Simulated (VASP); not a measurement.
# NbC (Fm-3m) in VASP: relaxation of the atoms with PBE

Aim: the relaxation of the atoms of NbC with PBE.

Everything below comes from runs of VASP 6.6.1. Logs are shortened: lines on timing, memory, paths and dates and some standing lists are left out, and cuts for length are marked.

## 1. The cell of the first run

Symmetry: Fm-3m, No. 225, cubic system. Conventional cell: a = 4.469 Å, b = 4.469 Å, c = 4.469 Å, α = 90.00°, β = 90.00°, γ = 90.00°. Nb (site symmetry m-3m) has 6 C at 2.23 Å within 3.0 Å. C (site symmetry m-3m) has 6 Nb at 2.23 Å within 3.0 Å.

## 2. Relaxation of the atoms, PBE, collinear spin

Input file INCAR:

```
SYSTEM = NbC
  PREC = Accurate
  ENCUT = 520
  EDIFF = 1E-7
  ISMEAR = -1
  SIGMA = 0.02
  LREAL = .False.
  LASPH = .True.
  NELM = 200
  ALGO = Normal
  ISIF = 2
  LWAVE = .False.
  LCHARG = .False.
  ISPIN = 2
  MAGMOM = 1 0
  LORBIT = 11
  LMAXMIX = 4
  GGA = PE
  IBRION = 2
  NSW = 80
  EDIFFG = -0.02
  GGA_COMPAT = .False.
  NELMIN = 4
```

Input file KPOINTS:

```
regular mesh
0
Gamma
  11 11 11
  0 0 0
```

Input file POSCAR:

```
NbC
1.0
    0.0000000000      2.2345500000      2.2345500000
    2.2345500000      0.0000000000      2.2345500000
    2.2345500000      2.2345500000      0.0000000000
Nb C
1 1
Direct
    0.0000000000      0.0000000000      0.0000000000
    0.5000000000      0.5000000000      0.5000000000
```

Potentials or basis: VASP PAW PBE potentials, release 64 (Nb_sv, C).

On the command line:

```
> cat potpaw_PBE.64/Nb_sv/POTCAR potpaw_PBE.64/C/POTCAR > POTCAR
> mpirun -np 1 vasp_std > vasp.out
```

OUTCAR:

```text
SYSTEM = NbC
   PREC = Accurate
   ENCUT = 520
   EDIFF = 1E-7
   ISMEAR = -1
   LREAL = .False.
   LASPH = .True.
   NELM = 200
   ISIF = 2
   ISPIN = 2
   LORBIT = 11
   GGA = PE
   IBRION = 2
   NSW = 80
   EDIFFG = -0.02
   NELMIN = 4

 ion  position               nearest neighbor table
   1  0.000  0.000  0.000-   2 2.23   2 2.23   2 2.23   2 2.23   2 2.23   2 2.23
   2  0.500  0.500  0.500-   1 2.23   1 2.23   1 2.23   1 2.23   1 2.23   1 2.23

  LATTYP: Found a face centered cubic cell.
 ALAT       =     4.4691000000

  Lattice vectors:

 A1 = (   0.0000000000,   2.2345500000,   2.2345500000)
 A2 = (   2.2345500000,   0.0000000000,   2.2345500000)
 A3 = (   2.2345500000,   2.2345500000,   0.0000000000)

Analysis of symmetry for initial positions (statically):
=====================================================================
 Subroutine PRICEL returns:
 Original cell was already a primitive cell.

 Routine SETGRP: Setting up the symmetry group for a
 face centered cubic supercell.

 Subroutine GETGRP returns: Found 48 space group operations
 (whereof 48 operations were pure point group operations)
 out of a pool of 48 trial point group operations.

The static configuration has the point symmetry O_h .

Analysis of symmetry for dynamics (positions and initial velocities):
=====================================================================
 Subroutine PRICEL returns:
 Original cell was already a primitive cell.

 Routine SETGRP: Setting up the symmetry group for a
 face centered cubic supercell.

 Subroutine GETGRP returns: Found 48 space group operations
 (whereof 48 operations were pure point group operations)
 out of a pool of 48 trial point group operations.

The dynamic configuration has the point symmetry O_h .

Analysis of structural, dynamic, and magnetic symmetry:
=====================================================================
 Subroutine PRICEL returns:
 Original cell was already a primitive cell.

 Routine SETGRP: Setting up the symmetry group for a
 face centered cubic supercell.

 Subroutine GETGRP returns: Found 48 space group operations
 (whereof 48 operations were pure point group operations)
 out of a pool of 48 trial point group operations.

The overall configuration has the point symmetry O_h .

 Subroutine INISYM returns: Found 48 space group operations
 (whereof 48 operations are pure point group operations),
 and found     1 'primitive' translations

[... 136 lines left out ...]
 Free energy of the ion-electron system (eV)
  ---------------------------------------------------
  ext. energy  EPLUGINS =         0.00000000
  ---------------------------------------------------
  free energy    TOTEN  =       -20.54363625 eV

  energy without entropy =      -20.54305245  energy(sigma->0) =      -20.54334435

 E-fermi :  12.7013     XC(G=0): -13.0890

 val. band max:       12.7004550689   @ k =  -0.1818   0.2727   0.0909
 cond. band min:      12.8036026424   @ k =   0.0909   0.0000   0.0000
 fundamental gap:      0.1031475734
 Fermi energy:        12.7012799039

 spin component 1

 k-point     1 :       0.0000    0.0000    0.0000
  band No.  band energies     occupation
      1     -43.1775      1.00000
      2     -18.8832      1.00000
      3     -18.8832      1.00000
      4     -18.8832      1.00000
      5      -0.8723      1.00000
      6      11.2751      1.00000
      7      11.2751      1.00000
      8      11.2751      1.00000
      9      12.3564      1.00000
     10      12.3564      1.00000
     11      12.3564      1.00000
     12      12.9373      0.00001
     13      12.9373      0.00001
[... 356 lines left out ...]
      2     -19.3498      1.00000
      3     -19.0675      1.00000
      4     -18.9171      1.00000
      5       0.9434      1.00000
      6       7.2972      1.00000
      7       8.2581      1.00000
      8       8.7561      1.00000
      9      12.4585      0.99999
     10      14.3153      0.00000
     11      14.6383      0.00000
     12      16.1455      0.00000
     13      19.9397      0.00000

 [... further k-points ...]

 spin component 2

 k-point     1 :       0.0000    0.0000    0.0000
  band No.  band energies     occupation
      1     -43.1776      1.00000
      2     -18.8833      1.00000
      3     -18.8833      1.00000
      4     -18.8833      1.00000
      5      -0.8724      1.00000
      6      11.2751      1.00000
      7      11.2751      1.00000
      8      11.2751      1.00000
      9      12.3563      1.00000
     10      12.3563      1.00000
     11      12.3563      1.00000
     12      12.9373      0.00001
     13      12.9373      0.00001
[... 356 lines left out ...]
      2     -19.3498      1.00000
      3     -19.0675      1.00000
      4     -18.9171      1.00000
      5       0.9433      1.00000
      6       7.2972      1.00000
      7       8.2581      1.00000
      8       8.7561      1.00000
      9      12.4585      0.99999
     10      14.3153      0.00000
     11      14.6382      0.00000
     12      16.1455      0.00000
     13      19.9397      0.00000

 [... further k-points ...]
[... 5 lines left out ...]
  --------------------------------------------------------------------------------------
  -------------------------------------------------------------------------------------
  Total        0.3900581      0.3900581      0.3900581      0.0000000     -0.0000000      0.0000000
  in kB       28.0052636     28.0052636     28.0052636      0.0000000     -0.0000000      0.0000000
  external PRESSURE =      28.0052636 kB  Pullay stress =       0.0000000 kB

 VOLUME and BASIS-vectors are now :
 -----------------------------------------------------------------------------
  energy-cutoff  :      520.00
  volume of cell :       22.32
      direct lattice vectors                 reciprocal lattice vectors
     0.000000000  2.234550000  2.234550000    -0.223758699  0.223758699  0.223758699
     2.234550000  0.000000000  2.234550000     0.223758699 -0.223758699  0.223758699
     2.234550000  2.234550000  0.000000000     0.223758699  0.223758699 -0.223758699

 POSITION                                       TOTAL-FORCE (eV/Angst)
 -----------------------------------------------------------------------------------
      0.00000      0.00000      0.00000         0.000000     -0.000000     -0.000000
      2.23455      2.23455      2.23455        -0.000000      0.000000      0.000000
 -----------------------------------------------------------------------------------
    total drift:                                0.000000     -0.000000     -0.000000

  FREE ENERGIE OF THE ION-ELECTRON SYSTEM (eV)
  ---------------------------------------------------
  free  energy   TOTEN  =       -20.5436362523 eV

  energy  without entropy=      -20.5430524493  energy(sigma->0) =      -20.54334435

 reached required accuracy - stopping structural energy minimisation

 total charge

# of ion       s       p       d       tot
------------------------------------------
    1        2.167   6.083   2.391  10.641
    2        0.881   1.536   0.000   2.417
--------------------------------------------------
tot          3.048   7.619   2.391  13.058

 magnetization (x)

# of ion       s       p       d       tot
------------------------------------------
    1       -0.000   0.000   0.000   0.000
    2       -0.000  -0.000   0.000  -0.000
--------------------------------------------------
tot         -0.000  -0.000   0.000   0.000
```

OSZICAR:

```text
N       E                     dE             d eps       ncg     rms          rms(c)
DAV:   1     0.147497056682E+03    0.14750E+03   -0.94512E+03  2920   0.135E+03
DAV:   2    -0.154720594854E+02   -0.16297E+03   -0.15496E+03  3412   0.460E+02
DAV:   3    -0.236373576375E+02   -0.81653E+01   -0.77988E+01  4204   0.853E+01
DAV:   4    -0.241602543161E+02   -0.52290E+00   -0.52123E+00  4370   0.212E+01
DAV:   5    -0.241802525057E+02   -0.19998E-01   -0.19986E-01  4429   0.317E+00    0.137E+01
DAV:   6    -0.206525326035E+02    0.35277E+01   -0.14076E+01  4478   0.356E+01    0.386E+00
DAV:   7    -0.205485033230E+02    0.10403E+00   -0.66362E-01  3946   0.894E+00    0.247E+00
DAV:   8    -0.205442531941E+02    0.42501E-02   -0.12896E-01  4235   0.352E+00    0.170E+00
DAV:   9    -0.205446603326E+02   -0.40714E-03   -0.12410E-02  4917   0.982E-01    0.493E-01
DAV:  10    -0.205434493465E+02    0.12110E-02   -0.76271E-03  3932   0.707E-01    0.274E-01
DAV:  11    -0.205436706271E+02   -0.22128E-03   -0.77954E-04  3760   0.366E-01    0.901E-02
DAV:  12    -0.205436389616E+02    0.31665E-04   -0.26197E-04  3612   0.142E-01    0.180E-02
DAV:  13    -0.205436364716E+02    0.24900E-05   -0.93107E-06  4203   0.306E-02    0.106E-02
DAV:  14    -0.205436361865E+02    0.28512E-06   -0.82206E-07  4308   0.118E-02    0.317E-03
DAV:  15    -0.205436362523E+02   -0.65741E-07   -0.48073E-08  1961   0.289E-03
   1 F= -.20543636E+02 E0= -.20543344E+02  d E =-.205436E+02  mag=    -0.0000
```

Run time: 42 s. Hardware: 1 thread of Intel Xeon 8259CL, shared host; peak memory 0.16 GiB.

What came out:

| Property | Result |
| --- | --- |
| Free energy | -20.5436 eV |
| Pressure after relaxing | 2.8 GPa |
| Net moment | 0.00 μB per cell |
| Valence electrons inside the program's atomic spheres | Nb 10.64; C 2.42 |

Final structure:
```
Nb C
1.0
     0.00000    2.23455    2.23455
     2.23455    0.00000    2.23455
     2.23455    2.23455    0.00000
Nb C
1 1
Direct
  0.00000 0.00000 0.00000
  0.50000 0.50000 0.50000
```

Caveat: the relaxation stopped at its first step, so nothing moved.
